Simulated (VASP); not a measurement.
Input of a VASP 6.6.1 run:

The input INCAR:

```
SYSTEM = KTaO3
ALGO = Normal
EDIFF = 1E-7
ENCUT = 520
GGA = PE
ISIF = 2
ISMEAR = 0
LASPH = .TRUE.
LCHARG = .FALSE.
LREAL = .FALSE.
LWAVE = .FALSE.
NBANDS = 27
NELM = 60
PREC = Accurate
SIGMA = 0.05
```

KPOINTS

```
k-points
0
G
  8 8 8
  0 0 0
```

Contents of POSCAR:

```
KTaO3
1.0
    3.8885925000      0.0000000000      0.0000000000
    0.0000000000      3.9883000000      0.0000000000
    0.0000000000      0.0000000000      3.9883000000
K Ta O
1 1 3
Direct
    0.5000000000      0.5000000000      0.5000000000
    0.0000000000      0.0000000000      0.0000000000
    0.5000000000      0.0000000000      0.0000000000
    0.0000000000      0.5000000000      0.0000000000
    0.0000000000      0.0000000000      0.5000000000
```

Potentials or basis: VASP PAW PBE potentials, release 64 (K_sv, Ta_pv, O).

Run with:

```console
$ cat potpaw_PBE.64/K_sv/POTCAR potpaw_PBE.64/Ta_pv/POTCAR potpaw_PBE.64/O/POTCAR > POTCAR
$ mpirun -np 1 vasp_std > vasp.out
```

Problem. Predict the pressure.

Solution. 12.1 GPa.

Problem. Estimate the band gap on the k mesh.

Solution. 2.18 eV, indirect (least direct gap 2.79 eV).

Stress tensor (GPa, compression positive):
```
19.58  0.00  0.00
 0.00  8.40  0.00
 0.00  0.00  8.40
```

Caveat: the cell differs from its parent crystal (strain -0.0250 x Voigt [1, 0, 0, 0, 0, 0]); spin-orbit coupling is left out, which moves the levels of the heavy elements. A k mesh can miss the band edges.
